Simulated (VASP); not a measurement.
Set up this calculation in VASP 6.6.1, as the native input.

```
Task                   : single point
Functional             : r2SCAN
Potentials or basis    : VASP PAW PBE potentials, release 64 (Zn, S)
Cutoff                 : 550 eV
k mesh                 : 2 × 2 × 1
Occupations            : gaussian, width 0.1 eV
Spin                   : no spin polarisation
Dipole correction      : no
Further INCAR settings : ALGO = Normal; EDIFF = 1e-06; NBANDS = 26
```

The system is ZnS (Wurtzite-2H).

```xyz
4
Lattice="3.8110 0.0000 0.0000 -1.9055 3.3004 0.0000 0.0000 0.0000 6.2340" Properties=species:S:1:pos:R:3 pbc="T T T"
Zn   -0.0178    2.1722    0.0311
Zn    1.9053    1.1096    3.1300
S    -0.0172    2.2697    2.3241
S     1.9595    1.0687    5.5033
```

One way to write it, as run:

POSCAR

```
ZnS
1.0
    3.8110000000      0.0000000000      0.0000000000
   -1.9055000000      3.3004228100      0.0000000000
    0.0000000000      0.0000000000      6.2340000000
Zn S
2 2
Direct
    0.3244109071      0.6581685847      0.0049862454
    0.6680480424      0.3361960749      0.5020783891
    0.3393202157      0.6876893057      0.3728076668
    0.6760582590      0.3238028530      0.8827852310
```

INCAR.step1

```
SYSTEM = ZnS
PREC = Accurate ; ENCUT = 550
ISMEAR = 0 ; SIGMA = 0.1
LREAL = .False. ; LASPH = .True.
NELM = 120 ; NBANDS = 26
GGA = PE ; ALGO = Normal
EDIFF = 1E-5 ; LWAVE = .True.
LCHARG = .False. ; GGA_COMPAT = .False.
```

INCAR.step2

```
SYSTEM = ZnS
PREC = Accurate ; ENCUT = 550
EDIFF = 1E-6 ; ISMEAR = 0
SIGMA = 0.1 ; LREAL = .False.
LASPH = .True. ; NELM = 120
ALGO = Normal ; ISIF = 2
LWAVE = .False. ; LCHARG = .True.
METAGGA = R2SCAN ; LMIXTAU = .True.
LELF = .True. ; LVHAR = .True.
NBANDS = 26 ; ISTART = 1
GGA_COMPAT = .False.
```

KPOINTS

```
regular mesh
0
Gamma
  2 2 1
  0 0 0
```

Potentials or basis: VASP PAW PBE potentials, release 64 (Zn, S).

The run is started by

```bash
$ cat potpaw_PBE.64/Zn/POTCAR potpaw_PBE.64/S/POTCAR > POTCAR
$ cp INCAR.step1 INCAR
$ mpirun -np 1 vasp_std > vasp.out
$ cp INCAR.step2 INCAR
$ mpirun -np 1 vasp_std > vasp.out
```

Results of the run:

```
Pressure               : 2.0 GPa
Largest force          : 0.701 eV/Å
Band gap on the k mesh : 2.72 eV, direct
```

Caveat: the k points lie up to 1.01 Å⁻¹ apart; the PAW data sets were made with another functional, which shifts forces and pressure a little.

It took 83 s on 1 thread of AMD EPYC 7R13 (shared host), peak memory 0.18 GiB.
